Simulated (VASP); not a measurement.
Write the native input for VASP 6.6.1 that does the following.

- Task: single point
- Functional: PBEsol
- Potentials or basis: VASP PAW PBE potentials, release 64 (Cu)
- Cutoff: 520 eV
- k mesh: 20 × 20 × 18
- Occupations: gaussian, width 0.15 eV
- Spin: no spin polarisation
- Dipole correction: no
- Further INCAR settings: ALGO = Fast; EDIFF = 1e-07; NBANDS = 18

The structure of Cu lies in POSCAR:

```
Cu
1.0
    1.2146947347     -3.9594664907      0.0000000000
    1.2146947347      3.9594664907      0.0000000000
    0.0000000000      0.0000000000      2.4675572805
Cu
2
Direct
    0.1338543804      0.8661456196      0.2500000000
    0.8661456196      0.1338543804      0.7500000000
```

The input as run:

INCAR

```
SYSTEM = Cu
ALGO = Fast
EDIFF = 1E-7
ENCUT = 520
GGA = PS
ISIF = 2
ISMEAR = 0
LASPH = .True.
LCHARG = .True.
LELF = .True.
LREAL = .False.
LVHAR = .True.
LWAVE = .False.
NBANDS = 18
NELM = 60
PREC = Accurate
SIGMA = 0.15
```

KPOINTS

```
k-points
0
Gamma
  20 20 18
  0 0 0
```

Potentials or basis: VASP PAW PBE potentials, release 64 (Cu).

The run is started by

```console
$ cat potpaw_PBE.64/Cu/POTCAR > POTCAR
$ mpirun -np 1 vasp_std > vasp.out
```

Results of the run:

```
Pressure               : 0.9 GPa
Largest force          : 0.005 eV/Å
Band gap on the k mesh : zero (band 11 reaches 11.34 eV, above the bottom of band 12 at 5.70 eV)
```

Caveat: the PAW data sets were made with another functional, which shifts forces and pressure a little.

Wall time 3.4 min on 1 thread of Intel(R) Xeon(R) 6975P-C (Granite Rapids) (shared host), peak memory 0.48 GiB.
